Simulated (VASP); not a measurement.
# SiW3: single point with PBE

SiW3:

```
CELL_PARAMETERS angstrom
-2.60377 2.60377 2.73395
2.60377 -2.60377 2.73395
2.60377 2.60377 -2.73395
ATOMIC_POSITIONS crystal
Si 0.00000 0.00000 0.00000
W 0.50000 0.50000 0.00000
W 0.50000 0.00000 0.50000
W 0.00000 0.50000 0.50000
```

This cell differs from its parent crystal: strain +0.000 along x and y, +0.050 along z.

```yaml
Program: VASP 6.6.1
Task: single point
Functional: PBE
Potentials_or_basis: VASP PAW PBE potentials, release 64 (Si, W_sv)
Cutoff: 520 eV
k_mesh: 14 × 14 × 14
Occupations: gaussian, width 0.15 eV
Spin: no spin polarisation
```

```yaml
Pressure: -7.3 GPa
Band_gap_on_the_k_mesh: zero (bands 23 and 24 overlap by 1.58 eV)
```

Stress tensor (GPa, compression positive):
```
 -3.30   0.00   0.00
  0.00  -3.30   0.00
  0.00   0.00 -15.18
```

Levels at points of the mesh, in eV from the Fermi level:
| k point | band 21 | band 22 | band 23 | band 24 | band 25 | band 26 |
| --- | --- | --- | --- | --- | --- | --- |
| (0.00, 0.00, 0.00) | -0.32 | -0.32 | 0.35 | 0.42 | 1.73 | 1.73 |
| (0.50, 0.00, 0.00) | -1.07 | -0.42 | -0.39 | -0.34 | -0.18 | 0.60 |
| (0.50, 0.50, 0.00) | -1.07 | -0.56 | -0.47 | -0.35 | -0.06 | 0.89 |
| (0.50, 0.50, 0.50) | -2.53 | -2.53 | -0.03 | 0.04 | 0.92 | 0.92 |

Run time: 6.8 min on 1 thread of AMD EPYC 9R45 96-Core Processor (Zen 5), on a shared host, peak memory 0.51 GiB.

Caveat: the cell differs from its parent crystal (strain +0.000 along x and y, +0.050 along z); the stress differs along the axes, from -15 to -3 GPa; spin-orbit coupling is left out, which moves the levels of the heavy elements.
